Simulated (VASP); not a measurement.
# GaN (Fm-3m) in VASP: notebook, part 2 of 2

VASP 6.6.1. Earlier steps stand in the parts before.

## 3. G0W0 quasiparticle levels, PBE

POSCAR

```
GaN
1.0
    0.0000000000      2.1085153661      2.1085153661
    2.1085153661      0.0000000000      2.1085153661
    2.1085153661      2.1085153661      0.0000000000
Ga N
1 1
Direct
    0.5000000000      0.5000000000      0.5000000000
    0.0000000000      0.0000000000      0.0000000000
```

INCAR.step1

```
ALGO = Normal
EDIFF = 1E-8
ENCUT = 500
GGA = PE
ISMEAR = 0
LASPH = T
LCHARG = F
LREAL = F
LWAVE = T
NELM = 60
PREC = Accurate
SIGMA = 0.01
```

INCAR.step2

```
ALGO = Exact
EDIFF = 1E-8
ENCUT = 500
GGA = PE
ISMEAR = 0
ISTART = 1
LASPH = T
LCHARG = F
LOPTICS = T
LREAL = F
LWAVE = T
NBANDS = 79
NELM = 1
PREC = Accurate
SIGMA = 0.01
```

INCAR.step3

```
ALGO = EVGW0
EDIFF = 1E-8
ENCUT = 500
ENCUTGW = 140.0
GGA = PE
ISMEAR = 0
ISTART = 1
LASPH = T
LCHARG = F
LREAL = F
LWAVE = F
NBANDS = 79
NBANDSGW = 17
NELMGW = 1
NOMEGA = 96
OMEGAMAX = 20
PREC = Accurate
PRECFOCK = Fast
SIGMA = 0.01
```

KPOINTS

```
k-points
0
Gamma
  6 6 6
```

Potentials or basis: VASP PAW PBE potentials, release 64 (Ga_d_GW, N_GW).

Started as:

```
$ cat potpaw_PBE.64/Ga_d_GW/POTCAR potpaw_PBE.64/N_GW/POTCAR > POTCAR
$ cp INCAR.step1 INCAR
$ mpirun -np 1 vasp_std > vasp.out
$ cp INCAR.step2 INCAR
$ mpirun -np 1 vasp_std > vasp.out
$ cp INCAR.step3 INCAR
$ mpirun -np 1 vasp_std > vasp.out
```

OUTCAR:

```text
EDIFF = 1E-8
   ENCUT = 500
   ENCUTGW = 140.0
   GGA = PE
   ISMEAR = 0
   ISTART = 1
   LASPH = T
   LREAL = F
   NELMGW = 1
   PREC = Accurate
   PRECFOCK = Fast

 ion  position               nearest neighbor table
   1  0.500  0.500  0.500-   2 2.11   2 2.11   2 2.11   2 2.11   2 2.11   2 2.11
   2  0.000  0.000  0.000-   1 2.11   1 2.11   1 2.11   1 2.11   1 2.11   1 2.11

  LATTYP: Found a face centered cubic cell.
 ALAT       =     4.2170307322

  Lattice vectors:

 A1 = (   0.0000000000,   2.1085153661,   2.1085153661)
 A2 = (   2.1085153661,   0.0000000000,   2.1085153661)
 A3 = (   2.1085153661,   2.1085153661,   0.0000000000)

Analysis of symmetry for initial positions (statically):
=====================================================================
 Subroutine PRICEL returns:
 Original cell was already a primitive cell.

 Routine SETGRP: Setting up the symmetry group for a
 face centered cubic supercell.

[... 132 lines left out ...]
  Thomas-Fermi vector in A             =   2.709838
   LORBIT       =      0    0 simple, 1 ext, 2 COOP (PROOUT), +10 PAW based schemes
   GGA     = PE    functional components
   LHFCALC =     T    Hartree Fock is set to
   PRECFOCK=fast      Normal, Fast or Accurate (Low or Medium for compatibility)
   ENCUT4O =  -1.0   cutoff for four orbital integrals eV
   NKREDX  =     1    reduce k-point grid by
   NKREDY  =     1    reduce k-point grid by
   NKREDZ  =     1    reduce k-point grid by
   AEXX    =    1.0000 exact exchange contribution
   HFSCREEN=    0.0000 screening length (either q_TF or 0.3 A-1)
   HFSCREENC=   0.0000 screening length for correlation (either q_TF or 0.3 A-1)
   ENCUTFOCK=  -1.0 apply spherical cutoff to Coloumb kernel
   IVDW    =     0    specifies the selected vdW correction
   LEPSILON=     F    determine dielectric tensor
   LRPA    =     F    only Hartree local field effects (RPA)
   LRPAFORCE           =     F    calculate RPA forces
   ENCUTGW             = 140.0    cutoff for response function in eV
   ENCUTGWSOFT         = 112.0    soft cutoff for Coulomb kernel in GW response function in eV
   ENCUTLF             =  -1.0    cutoff for local field effects
   NELMGW              =     1    number of iterations in solving QP/BSE equation
   NELMHF              =     1    number of iterations in the inner HF iteration
   NKREDLFX            =     1    NKREDLFY  =   1   NKREDLFZ  =   1
 non-spin polarized calculation
 Gauss-broadening in eV      SIGMA  =   0.01
  energy-cutoff  :      500.00
  volume of cell :       18.75
 maximum number of plane-waves:       531
 NGX is ok and might be reduce to    24
  NGX = 14; NGY = 14; NGZ = 14
   NGX = 11   NGY = 11   NGZ = 11
 maximum number of plane-waves:        76
 NGX is ok and might be reduce to    14

 QP shifts <psi_nk| G(iteration)W_0 |psi_nk>: iteration 1
 for sc-GW calculations column KS-energies equals QP-energies in previous step
 and V_xc(KS)=  KS-energies - (<T + V_ion + V_H > + <T+V_H+V_ion>^1  + <V_x>^1)

 k-point   1 :       0.0000    0.0000    0.0000
  band No.  KS-energies  QP-energies   sigma(KS)   V_xc(KS)     V^pw_x(r,r')   Z            occupation Imag(sigma)

      1      -9.5991     -10.4180     -15.7458     -14.5440     -24.4163       0.6814       2.0000       1.2676
      2      -6.3010      -9.1820     -25.5749     -21.6472     -34.9896       0.7335       2.0000       0.1152
      3      -6.3010      -9.1820     -25.5749     -21.6472     -34.9896       0.7335       2.0000       0.1152
      4      -6.3010      -9.1820     -25.5749     -21.6472     -34.9896       0.7335       2.0000       0.1152
      5      -6.2045      -9.1319     -25.8446     -21.8492     -35.4640       0.7327       2.0000       0.1571
      6      -6.2045      -9.1319     -25.8446     -21.8492     -35.4640       0.7327       2.0000       0.1571
[... 311 lines left out ...]
      3      -6.2217      -9.1155     -25.7362     -21.7824     -35.3657       0.7319       2.0000       0.1741
      4      -6.1689      -9.0490     -25.6386     -21.7169     -35.0583       0.7344       2.0000       0.1243
      5      -6.0147      -8.9382     -25.9473     -21.9818     -35.4201       0.7372       2.0000       0.1151
      6      -3.4235      -5.0447     -22.1423     -19.9359     -30.5424       0.7348       2.0000       0.4913
[... 9 lines left out ...]
     16      35.0623      36.0506     -13.2813     -14.4644      -5.9437       0.8354       0.0000      -1.4596
     17      36.9951      37.9800     -13.2738     -14.4664      -5.0693       0.8258       0.0000      -1.7962
```

OUTCAR.step1:

```text
EDIFF = 1E-8
   ENCUT = 500
   GGA = PE
   ISMEAR = 0
   LASPH = T
[... 466 lines left out ...]
 -----------------------------------------------------------------------------------
      2.10852      2.10852      2.10852         0.000000      0.000000      0.000000
      0.00000      0.00000      0.00000        -0.000000     -0.000000     -0.000000
 -----------------------------------------------------------------------------------
    total drift:                                0.000000     -0.000000      0.000000

  FREE ENERGIE OF THE ION-ELECTRON SYSTEM (eV)
  ---------------------------------------------------
  free  energy   TOTEN  =       -11.1792103776 eV

  energy  without entropy=      -11.1792103776  energy(sigma->0) =      -11.17921038
```

OUTCAR.step2:

```text
EDIFF = 1E-8
   ENCUT = 500
   GGA = PE
   ISMEAR = 0
[... 929 lines left out ...]
  --------------------------------------------------------------------------------------------------------------
     0.00000     9.16887     9.16887     9.16887    -0.00000    -0.00000     0.00000
     1.88106    10.36010    10.36010    10.36010    -0.00000    -0.00000     0.00000
     3.76212    12.20949    12.20949    12.20949    -0.00000    -0.00000    -0.00000
     5.64318     8.26304     8.26304     8.26304    -0.00000    -0.00000     0.00000
     7.52424    -3.49173    -3.49173    -3.49173     0.00000    -0.00000    -0.00000
     9.40530     1.38146     1.38146     1.38146     0.00000    -0.00000     0.00000
[... 92 lines left out ...]
   184.34384     0.96831     0.96831     0.96831     0.00000     0.00000    -0.00000
   186.22490     0.96906     0.96906     0.96906     0.00000     0.00000    -0.00000
```

Wall time 6.9 min (1 thread of Intel Xeon 6975P-C (Granite Rapids), shared host); peak memory 0.38 GiB.

Results:

```yaml
Quasiparticle_gap: 1.51 eV
Least_direct_quasiparticle_gap: 3.85 eV
Band_gap_of_the_starting_levels_on_the_mesh: 0.62 eV
Least_direct_gap_of_the_starting_levels_on_the_mesh: 2.83 eV
```

Caveat: the k points lie up to 0.43 Å⁻¹ apart; bands, screening cutoff and mesh are small and nothing is extrapolated, so the quasiparticle values aren't converged.
